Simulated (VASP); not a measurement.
# Mo2W (P-3m1) in VASP: further runs

The runs below take Mo2W through single point, relaxation of cell and atoms, with PBE.

Everything below comes from runs of VASP 6.6.1. Logs are shortened: lines on timing, memory, paths and dates and some standing lists are left out, and cuts for length are marked.

## 1. The cell of the first run

The structure is trigonal, space group P-3m1 (No. 164). Conventional cell: a = 4.486 Å, b = 4.486 Å, c = 2.733 Å, α = 90.00°, β = 90.00°, γ = 120.00°. Mo (site symmetry 3m) has 8 Mo at 2.73 to 3.17 Å and 6 W at 2.75 to 3.16 Å within 3.6 Å. W (site symmetry -3m) has 2 W at 2.73 Å and 12 Mo at 2.75 to 3.16 Å within 3.6 Å.

## 2. Single point, PBE

Input file INCAR:

```
SYSTEM = Mo2W
PREC = Accurate
ENCUT = 520
EDIFF = 1E-7
ISMEAR = 0
SIGMA = 0.1
LREAL = .False.
LASPH = .True.
NELM = 80
ALGO = Fast
ISIF = 2
LWAVE = .False.
LCHARG = .False.
GGA = PE
NBANDS = 28
```

Input file KPOINTS:

```
Automatic mesh
0
Gamma
  6 6 6
  0 0 0
```

Input file POSCAR:

```
Mo2W
1.0
    4.4857912507      0.0000000028      0.0000000000
   -2.2428956278      3.8848091778      0.0000000000
    0.0000000000      0.0000000000      2.7333198509
Mo W
2 1
Direct
    0.3333333333      0.6666666667      0.3347193522
    0.6666666667      0.3333333333      0.6652806478
    0.0000000000      0.0000000000      0.0000000000
```

Potentials or basis: VASP PAW PBE potentials, release 64 (Mo_sv, W_sv).

The run is started by

```
$ cat potpaw_PBE.64/Mo_sv/POTCAR potpaw_PBE.64/W_sv/POTCAR > POTCAR
$ mpirun -np 1 vasp_std > vasp.out
```

OUTCAR:

```text
SYSTEM = Mo2W
   PREC = Accurate
   ENCUT = 520
   EDIFF = 1E-7
   ISMEAR = 0
   LREAL = .False.
   LASPH = .True.
   NELM = 80
   ISIF = 2
   GGA = PE

 ion  position               nearest neighbor table
   1  0.333  0.667  0.335-   2 2.74   2 2.74   2 2.74   3 2.75   3 2.75   3 2.75   3 3.16   3 3.16
                             3 3.16   2 3.17   2 3.17   2 3.17
   2  0.667  0.333  0.665-   1 2.74   1 2.74   1 2.74   3 2.75   3 2.75   3 2.75   3 3.16   3 3.16
                             3 3.16   1 3.17   1 3.17   1 3.17
   3  0.000  0.000  0.000-   1 2.75   2 2.75   2 2.75   1 2.75   2 2.75   1 2.75   2 3.16   1 3.16
                             2 3.16   1 3.16   2 3.16   1 3.16

  LATTYP: Found a hexagonal cell.
 ALAT       =     4.4857912507
 C/A-ratio  =     0.6093283655

  Lattice vectors:

 A1 = (   4.4857912507,   0.0000000028,   0.0000000000)
 A2 = (  -2.2428956278,   3.8848091778,   0.0000000000)
 A3 = (   0.0000000000,   0.0000000000,   2.7333198509)

Analysis of symmetry for initial positions (statically):
=====================================================================
 Subroutine PRICEL returns:
 Original cell was already a primitive cell.

 Routine SETGRP: Setting up the symmetry group for a
 hexagonal supercell.

 Subroutine GETGRP returns: Found 12 space group operations
 (whereof 12 operations were pure point group operations)
 out of a pool of 24 trial point group operations.

The static configuration has the point symmetry D_3d.

Analysis of symmetry for dynamics (positions and initial velocities):
=====================================================================
 Subroutine PRICEL returns:
 Original cell was already a primitive cell.

 Routine SETGRP: Setting up the symmetry group for a
 hexagonal supercell.

 Subroutine GETGRP returns: Found 12 space group operations
 (whereof 12 operations were pure point group operations)
 out of a pool of 24 trial point group operations.

The dynamic configuration has the point symmetry D_3d.

 Subroutine INISYM returns: Found 12 space group operations
 (whereof 12 operations are pure point group operations),
 and found     1 'primitive' translations

----------------------------------------------------------------------------------------

                                     Primitive cell

  volume of cell :      47.6320

  direct lattice vectors                    reciprocal lattice vectors
     4.485791251  0.000000003  0.000000000     0.222926111  0.128706451  0.000000000
    -2.242895628  3.884809178  0.000000000    -0.000000000  0.257412901  0.000000000
     0.000000000  0.000000000  2.733319851     0.000000000  0.000000000  0.365855463

  length of vectors
     4.485791251  4.485791251  2.733319851     0.257412901  0.257412901  0.365855463

  position of ions in fractional coordinates (direct lattice)
     0.333333333  0.666666667  0.334719352
     0.666666667  0.333333333  0.665280648
     0.000000000  0.000000000  0.000000000

  ion indices of the primitive-cell ions
   primitive index   ion index
                 1           1
                 2           2
                 3           3

----------------------------------------------------------------------------------------

 KPOINTS: Automatic mesh

Automatic generation of k-mesh.
 Grid dimensions read from file:
 generate k-points for:    6    6    6

 Generating k-lattice:

  Cartesian coordinates                     Fractional coordinates (reciprocal lattice)
     0.037154352  0.021451075  0.000000000     0.166666667  0.000000000  0.000000000
    -0.000000000  0.042902150  0.000000000    -0.000000000  0.166666667  0.000000000
     0.000000000  0.000000000  0.060975911     0.000000000  0.000000000  0.166666667

  Length of vectors
     0.042902150  0.042902150  0.060975911

  Shift w.r.t. Gamma in fractional coordinates (k-lattice)
     0.000000000  0.000000000  0.000000000

 Subroutine IBZKPT returns following result:
 ===========================================

 Found     34 irreducible k-points:

 Following reciprocal coordinates:
            Coordinates               Weight
  0.000000  0.000000  0.000000      1.000000
  0.166667  0.000000  0.000000      6.000000
  0.333333  0.000000  0.000000      6.000000
  0.500000  0.000000  0.000000      3.000000
  0.166667  0.166667  0.000000      6.000000
  0.333333  0.166667  0.000000     12.000000
[... 16 lines left out ...]
  0.500000  0.000000  0.333333      6.000000
  0.166667  0.166667  0.333333     12.000000
 [... further k-points ...]
   k-points           NKPTS =     34   k-points in BZ     NKDIM =     34   number of bands    NBANDS=     28
   number of dos      NEDOS =    301   number of ions     NIONS =      3
   total plane-waves  NPLWV =  25920
   dimension x,y,z NGX =    36 NGY =   36 NGZ =   20
   dimension x,y,z NGXF=    72 NGYF=   72 NGZF=   40
   ions per type =               2   1
   NGX,Y,Z   is equivalent  to a cutoff of  13.34, 13.34, 12.16 a.u.
   NGXF,Y,Z  is equivalent  to a cutoff of  26.68, 26.68, 24.33 a.u.
 SYSTEM =  Mo2W
   PREC   = accura    normal or accurate (medium, high low for compatibility)
   ISTART =      0    job   : 0-new  1-cont  2-samecut
   ICHARG =      2    charge: 1-file 2-atom 10-const
   ISPIN  =      1    spin polarized calculation?
   LNONCOLLINEAR =      F non collinear calculations
   LSORBIT =      F    spin-orbit coupling
   LASPH  =      T    aspherical Exc in radial PAW
   ENCUT  =  520.0 eV  38.22 Ry    6.18 a.u.   8.34  8.34  5.08*2*pi/ulx,y,z
   NELM   =     80;   NELMIN=  2; NELMDL= -5     # of ELM steps
   EDIFF  = 0.1E-06   stopping-criterion for ELM
   LREAL  =      F    real-space projection
   EDIFFG = 0.1E-05   stopping-criterion for IOM
   NSW    =      0    number of steps for IOM
   IBRION =     -1    ionic relax: 0-MD 1-quasi-New 2-CG
   NFREE  =      0    steps in history (QN), initial steepest desc. (CG)
   ISIF   =      2    stress and relaxation
   ISYM   =      2    0-nonsym 1-usesym 2-fastsym
   POTIM  = 0.5000    time-step for ionic-motion
   TEBEG  =    0.0;   TEEND  =   0.0 temperature during run
   PSTRESS=    0.0 pullay stress
   NELECT =      42.0000    total number of electrons
   NUPDOWN=      -1.0000    fix difference up-down
   EMIN   =  10.00;   EMAX   =-10.00  energy-range for DOS
   EFERMI =   0.00;   METHOD = LEGACY
   ISMEAR =     0;   SIGMA  =   0.10  broadening in eV -4-tet -1-fermi 0-gaus
   EFERMI_NEDOS =   21; number of points for ismear=-14 and -15
   IALGO  =     68    algorithm
   IMIX   =      4    mixing-type and parameters
     AMIX     =   0.40;   BMIX     =  1.00
     AMIX_MAG =   1.60;   BMIX_MAG =  1.00
  volume/ion in A,a.u.               =      15.88       107.15
  Fermi-wavevector in a.u.,A,eV,Ry     =   1.569850  2.966587 33.530598  2.464429
  Thomas-Fermi vector in A             =   2.671671
   LORBIT       =      0    0 simple, 1 ext, 2 COOP (PROOUT), +10 PAW based schemes
   GGA     = PE    functional components
   LHFCALC =     F    Hartree Fock is set to
   AEXX    =    0.0000 exact exchange contribution
   IVDW    =     0    specifies the selected vdW correction
   LEPSILON=     F    determine dielectric tensor
   LRPA    =     F    only Hartree local field effects (RPA)
 non-spin polarized calculation
 RMM-DIIS sequential band-by-band and
 Gauss-broadening in eV      SIGMA  =   0.10
  energy-cutoff  :      520.00
  volume of cell :       47.63
 maximum number of plane-waves:      1301
 NGX is ok and might be reduce to    36
   NGX = 17   NGY = 17   NGZ = 11

 number of electron      42.0000005 magnetization

 Free energy of the ion-electron system (eV)
  ---------------------------------------------------
  ext. energy  EPLUGINS =         0.00000000
  ---------------------------------------------------
  free energy    TOTEN  =       -34.86748099 eV

  energy without entropy =      -34.85922909  energy(sigma->0) =      -34.86335504

 E-fermi :  12.0566     XC(G=0): -13.4121

 val. band max:       11.9743498095   @ k =   0.3333   0.0000   0.3333
 cond. band min:      12.0831926149   @ k =   0.1667   0.1667   0.3333
 fundamental gap:      0.1088428053
 Fermi energy:        12.0566367028

 k-point     1 :       0.0000    0.0000    0.0000
  band No.  band energies     occupation
      1     -62.0186      2.00000
      2     -49.1575      2.00000
      3     -48.9713      2.00000
      4     -26.3144      2.00000
      5     -26.3144      2.00000
      6     -25.7607      2.00000
[... 20 lines left out ...]
     27      14.8222      0.00000
     28      14.8222      0.00000

 k-point     2 :       0.1667    0.0000    0.0000
  band No.  band energies     occupation
      1     -62.0185      2.00000
      2     -49.1469      2.00000
      3     -48.9825      2.00000
      4     -26.3222      2.00000
      5     -26.3098      2.00000
      6     -25.7620      2.00000
[... 20 lines left out ...]
     27      14.9137      0.00000
     28      15.0537      0.00000

 k-point     3 :       0.3333    0.0000    0.0000
  band No.  band energies     occupation
      1     -62.0183      2.00000
      2     -49.1194      2.00000
      3     -49.0113      2.00000
      4     -26.3376      2.00000
      5     -26.2949      2.00000
      6     -25.7642      2.00000
[... 20 lines left out ...]
     27      14.9080      0.00000
     28      15.1499      0.00000

 k-point     4 :       0.5000    0.0000    0.0000
  band No.  band energies     occupation
      1     -62.0183      2.00000
      2     -49.0972      2.00000
      3     -49.0341      2.00000
      4     -26.3453      2.00000
      5     -26.2845      2.00000
      6     -25.7650      2.00000
[... 578 lines left out ...]
     27      14.6032      0.00000
     28      14.9202      0.00000

 k-point    23 :       0.5000    0.0000    0.3333
  band No.  band energies     occupation
      1     -61.9730      2.00000
      2     -49.0075      2.00000
      3     -48.9583      2.00000
      4     -26.4544      2.00000
      5     -26.2361      2.00000
      6     -26.2225      2.00000
[... 20 lines left out ...]
     27      14.8715      0.00000
     28      15.8254      0.00000

 k-point    24 :       0.1667    0.1667    0.3333
  band No.  band energies     occupation
      1     -61.9731      2.00000
      2     -49.0319      2.00000
      3     -48.9334      2.00000
      4     -26.4470      2.00000
      5     -26.2304      2.00000
      6     -26.2228      2.00000
[... 20 lines left out ...]
     27      14.8767      0.00000
     28      15.6548      0.00000

 [... further k-points ...]
[... 5 lines left out ...]
  --------------------------------------------------------------------------------------
  -------------------------------------------------------------------------------------
  Total        0.1401639      0.1401639      0.1019976     -0.0000000     -0.0000000      0.0000000
  in kB        4.7146287      4.7146287      3.4308478     -0.0000000     -0.0000000      0.0000000
  external PRESSURE =       4.2867018 kB  Pullay stress =       0.0000000 kB

 VOLUME and BASIS-vectors are now :
 -----------------------------------------------------------------------------
  energy-cutoff  :      520.00
  volume of cell :       47.63
      direct lattice vectors                 reciprocal lattice vectors
     4.485791251  0.000000003  0.000000000     0.222926111  0.128706451  0.000000000
    -2.242895628  3.884809178  0.000000000    -0.000000000  0.257412901  0.000000000
     0.000000000  0.000000000  2.733319851     0.000000000  0.000000000  0.365855463

 POSITION                                       TOTAL-FORCE (eV/Angst)
 -----------------------------------------------------------------------------------
     -0.00000      2.58987      0.91490         0.000000      0.000000      0.006788
      2.24290      1.29494      1.81842        -0.000000     -0.000000     -0.006788
      0.00000      0.00000      0.00000        -0.000000      0.000000      0.000000
 -----------------------------------------------------------------------------------
    total drift:                               -0.000000     -0.000000     -0.000000

  FREE ENERGIE OF THE ION-ELECTRON SYSTEM (eV)
  ---------------------------------------------------
  free  energy   TOTEN  =       -34.8674809882 eV

  energy  without entropy=      -34.8592290905  energy(sigma->0) =      -34.86335504
```

Wall time 36 s (1 thread of AMD EPYC 9R45 (Zen 5), shared host); peak memory 0.15 GiB.

Results:

| Item | Value |
| --- | --- |
| Free energy | -34.8675 eV |
| Pressure | 0.4 GPa |
| Largest force | 0.007 eV/Å |
| Band gap on the k mesh | zero (band 21 reaches 13.99 eV, above the bottom of band 22 at 10.76 eV) |

Forces on the atoms (eV/Å):
```
Mo   0.000  0.000  0.007
Mo   0.000  0.000 -0.007
W    0.000  0.000  0.000
```

Caveat: the k points lie up to 0.38 Å⁻¹ apart; spin-orbit coupling is left out, which moves the levels of the heavy elements.

## 3. Single point, PBE

This run uses another cell than the first one, of 17.77 Å³/atom, 1.119 times its volume.

Input file INCAR:

```
ALGO = Normal
EDIFF = 1E-6
ENCUT = 520
GGA = PE
ISIF = 2
ISMEAR = 0
LASPH = True
LCHARG = True
LELF = True
LREAL = False
LVHAR = True
LWAVE = False
NBANDS = 28
NELM = 80
PREC = Accurate
SIGMA = 0.1
```

Input file KPOINTS:

```
k-points
0
Gamma
  6 6 6
```

Input file POSCAR:

```
Mo2W
1.0
    4.6496152700      0.0000000000      0.0000000000
   -2.3248076400      4.0266849400      0.0000000000
    0.0000000000      0.0000000000      2.8472962300
Mo W
2 1
Direct
    0.3333333300      0.6666666700      0.3333333300
    0.6666666700      0.3333333300      0.6666666700
    0.0000000000      0.0000000000      0.0000000000
```

Potentials or basis: VASP PAW PBE potentials, release 64 (Mo_sv, W_sv).

The run is started by

```
$ cat potpaw_PBE.64/Mo_sv/POTCAR potpaw_PBE.64/W_sv/POTCAR > POTCAR
$ mpirun -np 1 vasp_std > vasp.out
```

OUTCAR:

```text
EDIFF = 1E-6
   ENCUT = 520
   GGA = PE
   ISIF = 2
   ISMEAR = 0
   LASPH = True
   LREAL = False
   NELM = 80
   PREC = Accurate

 ion  position               nearest neighbor table
   1  0.333  0.667  0.333-   3 2.85   2 2.85   2 2.85   3 2.85   3 2.85   2 2.85   2 3.29   2 3.29
                             3 3.29   3 3.29   3 3.29   2 3.29
   2  0.667  0.333  0.667-   3 2.85   1 2.85   1 2.85   3 2.85   3 2.85   1 2.85   1 3.29   1 3.29
                             3 3.29   3 3.29   3 3.29   1 3.29
   3  0.000  0.000  0.000-   1 2.85   2 2.85   2 2.85   1 2.85   2 2.85   1 2.85   2 3.29   1 3.29
                             2 3.29   1 3.29   2 3.29   1 3.29

  LATTYP: Found a hexagonal cell.
 ALAT       =     4.6496152700
 C/A-ratio  =     0.6123724361

  Lattice vectors:

 A1 = (   4.6496152700,   0.0000000000,   0.0000000000)
 A2 = (  -2.3248076400,   4.0266849400,   0.0000000000)
 A3 = (   0.0000000000,   0.0000000000,   2.8472962300)

Analysis of symmetry for initial positions (statically):
=====================================================================
[... 166 lines left out ...]

 Free energy of the ion-electron system (eV)
  ---------------------------------------------------
  ext. energy  EPLUGINS =         0.00000000
  ---------------------------------------------------
  free energy    TOTEN  =       -34.40998225 eV

  energy without entropy =      -34.39691180  energy(sigma->0) =      -34.40344703

 E-fermi :  10.3454     XC(G=0): -12.7916

 val. band max:       10.3354184804   @ k =   0.3333  -0.0000   0.0000
 cond. band min:      10.3655611981   @ k =   0.3333  -0.0000   0.3333
 fundamental gap:      0.0301427178
 Fermi energy:        10.3453731282

 k-point     1 :       0.0000    0.0000    0.0000
  band No.  band energies     occupation
      1     -63.8862      2.00000
      2     -50.8879      2.00000
      3     -50.7709      2.00000
      4     -28.0690      2.00000
      5     -28.0690      2.00000
      6     -27.7042      2.00000
[... 733 lines left out ...]
     27      12.7966      0.00000
     28      13.4639      0.00000

 [... further k-points ...]
[... 5 lines left out ...]
  --------------------------------------------------------------------------------------
  -------------------------------------------------------------------------------------
  Total       -7.7504703     -7.7504703     -8.2738519      0.0000000     -0.0000000      0.0000000
  in kB     -232.9385234   -232.9385232   -248.6686295      0.0000003     -0.0000000      0.0000000
  external PRESSURE =    -238.1818920 kB  Pullay stress =       0.0000000 kB

 VOLUME and BASIS-vectors are now :
 -----------------------------------------------------------------------------
  energy-cutoff  :      520.00
  volume of cell :       53.31
      direct lattice vectors                 reciprocal lattice vectors
     4.649615270  0.000000000  0.000000000     0.215071558  0.124171622  0.000000000
    -2.324807640  4.026684940  0.000000000     0.000000000  0.248343244  0.000000000
     0.000000000  0.000000000  2.847296230     0.000000000  0.000000000  0.351210383

 POSITION                                       TOTAL-FORCE (eV/Angst)
 -----------------------------------------------------------------------------------
     -0.00000      2.68446      0.94910         0.000000     -0.000000      0.019684
      2.32481      1.34223      1.89820        -0.000000      0.000000     -0.019684
      0.00000      0.00000      0.00000         0.000000      0.000000      0.000000
 -----------------------------------------------------------------------------------
    total drift:                               -0.000000      0.000000      0.000000

  FREE ENERGIE OF THE ION-ELECTRON SYSTEM (eV)
  ---------------------------------------------------
  free  energy   TOTEN  =       -34.4099822514 eV

  energy  without entropy=      -34.3969118008  energy(sigma->0) =      -34.40344703
```

OSZICAR:

```text
N       E                     dE             d eps       ncg     rms          rms(c)
DAV:   1     0.484393482778E+03    0.48439E+03   -0.24839E+04  1904   0.162E+03
DAV:   2    -0.165589643657E+02   -0.50095E+03   -0.48999E+03  2028   0.509E+02
DAV:   3    -0.363173558907E+02   -0.19758E+02   -0.19118E+02  2368   0.980E+01
DAV:   4    -0.366895020932E+02   -0.37215E+00   -0.36759E+00  2196   0.118E+01
DAV:   5    -0.366937114012E+02   -0.42093E-02   -0.42018E-02  2176   0.136E+00    0.228E+01
DAV:   6    -0.347340207727E+02    0.19597E+01   -0.43418E+00  2072   0.150E+01    0.649E+00
DAV:   7    -0.344715913207E+02    0.26243E+00   -0.14117E+00  2208   0.709E+00    0.194E+00
DAV:   8    -0.344222072259E+02    0.49384E-01   -0.37605E-01  2304   0.289E+00    0.149E+00
DAV:   9    -0.344101655892E+02    0.12042E-01   -0.41350E-02  2284   0.131E+00    0.360E-01
DAV:  10    -0.344099825323E+02    0.18306E-03   -0.20678E-03  2196   0.328E-01    0.107E-01
DAV:  11    -0.344099841480E+02   -0.16156E-05   -0.12708E-04  2356   0.687E-02    0.359E-02
DAV:  12    -0.344099825868E+02    0.15612E-05   -0.11571E-05  2052   0.279E-02    0.101E-02
DAV:  13    -0.344099822514E+02    0.33536E-06   -0.13130E-06  1116   0.822E-03
   1 F= -.34409982E+02 E0= -.34403447E+02  d E =-.130705E-01
```

Wall time 31 s (1 thread of AMD EPYC 9R45 (Zen 5), shared host); peak memory 0.17 GiB.

Results:

| Item | Value |
| --- | --- |
| Free energy | -34.4100 eV |
| Pressure | -23.8 GPa |
| Largest force | 0.020 eV/Å |
| Band gap on the k mesh | zero (band 21 reaches 12.06 eV, above the bottom of band 22 at 9.26 eV) |

Forces on the atoms (eV/Å):
```
Mo   0.000  0.000  0.020
Mo   0.000  0.000 -0.020
W    0.000  0.000  0.000
```

Caveat: the k points lie up to 0.37 Å⁻¹ apart; spin-orbit coupling is left out, which moves the levels of the heavy elements.

[end of part 1 of 3]
